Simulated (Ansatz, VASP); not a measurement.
**C25O: VASP beside Ansatz**

The input INCAR:

```
PREC = Accurate ; ENCUT = 520
EDIFF = 1E-6 ; ISMEAR = 0
SIGMA = 0.05 ; LREAL = False
LASPH = True ; NELM = 120
ALGO = Normal ; ISIF = 2
LWAVE = False ; LCHARG = True
LDIPOL = True ; IDIPOL = 3
DIPOL = 0.5 0.5 0.289 ; GGA = PE
IVDW = 12 ; LELF = True
LVHAR = True ; LVACPOTAV = True
NBANDS = 72 ; GGA_COMPAT = False
NELMDL = -8
```

The input KPOINTS:

```
regular mesh
0
Gamma
  6 4 1
```

The input POSCAR:

```
C25O
1.0
    4.9311586502      0.0000000000      0.0000000000
   -2.4655793251      6.7895556517      0.0000000000
    0.0000000000      0.0000000000     24.0859273492
C O
25 1
Direct
    0.2500000000      0.0000000000      0.1660720778
    0.2500000000      0.5000000000      0.1660720778
    0.7500000000      0.0000000000      0.1660720778
    0.7500000000      0.5000000000      0.1660720778
    0.0000000000      0.0000000000      0.1955956979
    0.0000000000      0.5000000000      0.1955956979
    0.5000000000      0.0000000000      0.1955956979
    0.5000000000      0.5000000000      0.1955956979
    0.0000000000      0.0000000000      0.2546772037
    0.0000000000      0.5000000000      0.2546772037
    0.5000000000      0.0000000000      0.2546772037
    0.5000000000      0.5000000000      0.2546772037
    0.2500000000      0.0000000000      0.2834904297
    0.2500000000      0.5000000000      0.2834904297
    0.7500000000      0.0000000000      0.2834904297
    0.7500000000      0.5000000000      0.2834904297
    0.2500000000      0.0000000000      0.3453287427
    0.2500000000      0.5000000000      0.3453287427
    0.7500000000      0.0000000000      0.3453287427
    0.7500000000      0.5000000000      0.3453287427
    0.0000000000      0.0000000000      0.3710020054
    0.0000000000      0.5000000000      0.3710020054
    0.5000000000      0.0000000000      0.3710020054
    0.5000000000      0.5000000000      0.3710020054
    0.2500000000      0.1250000000      0.5474535881
    0.2500000000      0.1250000000      0.4997078657
```

Input for Ansatz:

```yaml
crystal:
  lattice:
    - [4.9311586502, 0.0, 0.0]
    - [-2.4655793251, 6.7895556517, 0.0]
    - [0.0, 0.0, 24.0859273492]
  atoms:
    - { symbol: C, position: [0.25, 0.0, 0.1660720778] }
    - { symbol: C, position: [0.25, 0.5, 0.1660720778] }
    - { symbol: C, position: [0.75, 0.0, 0.1660720778] }
    - { symbol: C, position: [0.75, 0.5, 0.1660720778] }
    - { symbol: C, position: [0.0, 0.0, 0.1955956979] }
    - { symbol: C, position: [0.0, 0.5, 0.1955956979] }
    - { symbol: C, position: [0.5, 0.0, 0.1955956979] }
    - { symbol: C, position: [0.5, 0.5, 0.1955956979] }
    - { symbol: C, position: [0.0, 0.0, 0.2546772037] }
    - { symbol: C, position: [0.0, 0.5, 0.2546772037] }
    - { symbol: C, position: [0.5, 0.0, 0.2546772037] }
    - { symbol: C, position: [0.5, 0.5, 0.2546772037] }
    - { symbol: C, position: [0.25, 0.0, 0.2834904297] }
    - { symbol: C, position: [0.25, 0.5, 0.2834904297] }
    - { symbol: C, position: [0.75, 0.0, 0.2834904297] }
    - { symbol: C, position: [0.75, 0.5, 0.2834904297] }
    - { symbol: C, position: [0.25, 0.0, 0.3453287427] }
    - { symbol: C, position: [0.25, 0.5, 0.3453287427] }
    - { symbol: C, position: [0.75, 0.0, 0.3453287427] }
    - { symbol: C, position: [0.75, 0.5, 0.3453287427] }
    - { symbol: C, position: [0.0, 0.0, 0.3710020054] }
    - { symbol: C, position: [0.0, 0.5, 0.3710020054] }
    - { symbol: C, position: [0.5, 0.0, 0.3710020054] }
    - { symbol: C, position: [0.5, 0.5, 0.3710020054] }
    - { symbol: O, position: [0.25, 0.125, 0.4997078657] }
    - { symbol: C, position: [0.25, 0.125, 0.5474535881] }
basis:
  ecutwfc: 420
kpoints:
  mp_grid: { grid: [6, 4, 1] }
hamiltonian:
  xc: pbe
  pseudopotentials: { kind: paw, azcp: { folder: soft_1 } }
  dispersion: d3bj
scf:
  occupations: { method: gaussian, width: 0.05 }
output:
  forces: true
  eigenvalues: true
efield:
  axis: 3
  dipole_correction: true
  ramp_width: 0.04
```

Alike in both runs: task single point; functional PBE; dispersion D3(BJ); k mesh 6 × 4 × 1; occupations gaussian, width 0.05 eV; no spin polarisation.

|  | VASP | Ansatz |
| --- | --- | --- |
| version | VASP 6.6.1 | Ansatz 0.2.0 |
| potentials or method | VASP PAW PBE potentials, release 64 (C, O), cutoff 520 eV | scalar-relativistic, plane waves, PAW |
| valence electrons in the cell | 106 | 106 |

Ansatz gave:

```
gap on the k mesh at the Fermi level (eV)  : none
rms of the force components (eV/Å)         : 0.984
work function, face that differs most (eV) : 6.52
```

Task: What did VASP give for the same quantities?

Result: gap on the k mesh at the Fermi level (eV): none; rms of the force components (eV/Å): 0.956; work function, face that differs most (eV): 6.49.

A gap of «none» marks a metal or a gap that the smearing closes.

Noted on VASP's run: the standard files for N, O and F lose accuracy on very short bonds.
